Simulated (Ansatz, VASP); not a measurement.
**Rh: VASP beside Ansatz**

INCAR

```
SYSTEM = Rh
  ALGO = Normal
  EDIFF = 1E-6
  ENCUT = 520
  GGA = PS
  ISIF = 2
  ISMEAR = 0
  LASPH = .True.
  LCHARG = .True.
  LELF = .True.
  LREAL = .False.
  LVHAR = .True.
  LWAVE = .False.
  NBANDS = 14
  NELM = 100
  PREC = Accurate
  SIGMA = 0.05
```

The input KPOINTS:

```
k-points
0
Gamma
  18 18 18
  0 0 0
```

File POSCAR:

```
Rh
1.0
    0.0000000000      1.9000000000      1.9000000000
    1.9000000000      0.0000000000      1.9000000000
    1.9000000000      1.9000000000      0.0000000000
Rh
1
Direct
    0.0000000000      0.0000000000      0.0000000000
```

Input for Ansatz:

```yaml
crystal:
  lattice:
    - [0.0, 1.9, 1.9]
    - [1.9, 0.0, 1.9]
    - [1.9, 1.9, 0.0]
  atoms:
    - { symbol: Rh, position: [0.0, 0.0, 0.0] }
basis:
  ecutwfc: 420
  ecutrho_ratio: 4
kpoints:
  mp_grid: { grid: [18, 18, 18] }
hamiltonian:
  xc: pbesol
scf:
  occupations: { method: gaussian, width: 0.05 }
output:
  forces: true
  stress: true
  eigenvalues: true
```

Alike in both runs: task single point; functional PBEsol; k mesh 18 × 18 × 18; occupations gaussian, width 0.05 eV; no spin polarisation.

```csv
,VASP,Ansatz
version,VASP 6.6.1,Ansatz 0.2.0
potentials or method,"VASP PAW PBE potentials, release 64 (Rh_pv), cutoff 520 eV","scalar-relativistic, plane waves, PAW"
valence electrons in the cell,15,17
```

```csv
,VASP,Ansatz,Ansatz less VASP
pressure (GPa),-4.6,-4.6,+0.09
```

VASP's potentials were made for PBE, not for PBEsol. VASP's potentials hold 15 valence electrons a cell and Ansatz's 17, so a difference there can come from the potentials and not from the codes.
